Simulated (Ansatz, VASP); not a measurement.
# One calculation of Ba, two programs

Contents of INCAR:

```
SYSTEM = Ba
ALGO     = Normal         ! electronic algorithm
EDIFF    = 1E-6           ! SCF threshold, eV
ENCUT    = 520            ! plane-wave cutoff, eV
GGA      = CA             ! functional
ISIF     = 2              ! what is computed and relaxed
ISMEAR   = 0              ! smearing method
LASPH    = .True.         ! aspherical terms in the spheres
LCHARG   = .False.        ! write CHGCAR
LREAL    = .False.        ! projectors in reciprocal space
LWAVE    = .False.        ! write WAVECAR
NBANDS   = 11             ! bands
NELM     = 80             ! most SCF steps
PREC     = Accurate       ! precision mode
SIGMA    = 0.15           ! smearing width, eV
```

The input KPOINTS:

```
k-points
0
Gamma
  12 12 12
  0 0 0
```

The input POSCAR:

```
Ba
1.0
    3.8001860143      0.0000000000      0.0000000000
    0.0000000000      3.8001860143      0.0000000000
    0.0000000000      0.0000000000      3.9177175405
Ba
1
Direct
    0.0000000000      0.0000000000      0.0000000000
```

Input for Ansatz:

```yaml
crystal:
  lattice:
    - [3.8001860143, 0.0, 0.0]
    - [0.0, 3.8001860143, 0.0]
    - [0.0, 0.0, 3.9177175405]
  atoms:
    - { symbol: Ba, position: [0.0, 0.0, 0.0] }
basis:
  ecutwfc: 420
kpoints:
  mp_grid: { grid: [12, 12, 12] }
hamiltonian:
  xc: lda
scf:
  occupations: { method: gaussian, width: 0.15 }
output:
  forces: true
  stress: true
  eigenvalues: true
```

Change from the starting cell: strain -0.030 along x and y, +0.000 along z, atoms carried along.

Alike in both runs: task single point; functional LDA; k mesh 12 × 12 × 12; occupations gaussian, width 0.15 eV; no spin polarisation.

```csv
,VASP,Ansatz
version,VASP 6.6.1,Ansatz 0.2.0
potentials or method,"VASP PAW LDA potentials, release 64 (Ba_sv), cutoff 520 eV","scalar-relativistic, plane waves, PAW"
valence electrons in the cell,10,10
```

```csv
,VASP,Ansatz,Ansatz less VASP
gap on the k mesh at the Fermi level (eV),none,none,-
pressure (GPa),-0.7,-0.8,-0.14
"traceless stress, the component that is largest in VASP (GPa)",-0.58,-0.58,+0.003
```

LDA's correlation is that of Perdew and Zunger in VASP and of Perdew and Wang (1992) in Ansatz. A gap of «none» marks a metal or a gap that the smearing closes.

Spin-orbit coupling is off throughout.
